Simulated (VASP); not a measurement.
## AlN: electric field gradients with LDA

Crystal: AlN.

```
Al N
1.0
     0.00000    1.99110    1.99110
     1.99110    0.00000    1.99110
     1.99110    1.99110    0.00000
Al N
1 1
Cartesian
  0.0000 0.0000 0.0000
  1.9911 1.9911 1.9911
```

This cell differs from its parent crystal: volume scaled by 1.02.

```
Program                : VASP 6.6.1
Task                   : electric field gradients
Functional             : LDA
Potentials or basis    : VASP PAW LDA potentials, release 64 (Al, N)
Cutoff                 : 520 eV
k mesh                 : 12 × 12 × 12
Occupations            : fermi-dirac, width 0.01 eV
Spin                   : no spin polarisation
Dipole correction      : no
Further INCAR settings : ALGO = Normal; EDIFF = 1e-08; NBANDS = 11
```

The pressure is 7.0 GPa and the band gap on the k mesh is 4.91 eV, indirect (least direct gap 6.45 eV).

Levels at points of the mesh, in eV from the valence-band top:
| k point | band 1 | band 2 | band 3 | band 4 | band 5 | band 6 | band 7 | band 8 | band 9 |
| --- | --- | --- | --- | --- | --- | --- | --- | --- | --- |
| (0.00, 0.00, 0.00) | -17.83 | 0.00 | 0.00 | 0.00 | 6.45 | 12.16 | 12.16 | 12.16 | 17.51 |
| (0.50, 0.00, 0.00) | -14.31 | -8.64 | -1.17 | -1.17 | 6.42 | 11.18 | 11.18 | 13.81 | 16.38 |
| (0.50, 0.50, 0.00) | -13.23 | -7.73 | -2.93 | -2.93 | 4.91 | 5.11 | 14.45 | 17.71 | 17.71 |

It took 6.7 s on 1 thread of Intel(R) Xeon(R) Platinum 8488C (Sapphire Rapids) (shared host), peak memory 0.13 GiB.

Caveat: without QUAD_EFG the Cq values of the log hold for a quadrupole moment of 1 mb, not for the nuclei. A k mesh can miss the band edges.
